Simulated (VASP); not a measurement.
Runs of VASP 6.6.1 on V. The structure is that of space group P6/mmm (No. 191), or close to it. The cells are those of the table. This isn't the form of V at room conditions, which is bcc.

```csv
task,cell,cutoff (eV),gap on the mesh (eV),pressure (GPa)
relaxation of cell and atoms,"relaxed to 130 GPa from a = 3.745, b = 3.745, c = 2.322 Å, angles 90.0, 90.0, 120.0°, 3 atoms",600,none,130.0
single point,"a = 3.923, b = 3.923, c = 2.122 Å, angles 90.0, 90.0, 120.0°, 3 atoms",520,none,132.7
single point,"a = 3.924, b = 3.924, c = 2.122 Å, angles 90.0, 90.0, 120.0°, 3 atoms",520,none,(a)
relaxation of cell and atoms,"relaxed to 130 GPa from a = 3.924, b = 3.924, c = 2.122 Å, angles 90.0, 90.0, 120.0°, 3 atoms",600,none,130.0
```

Alike in all rows: level PBE; potentials or basis VASP PAW PBE potentials, release 64 (V_sv); no spin polarisation; k mesh 10 × 10 × 13; smearing fermi-dirac 0.1 eV.

Problem. Estimate the missing entries.

Solution. (a) 132.6.

Caveats: the cell is relaxed towards a set pressure, so the run minimises the enthalpy, not the energy (at least some runs); the cell stands under pressure (at least some runs).

A gap of «none» marks levels without a gap at the run's occupations.
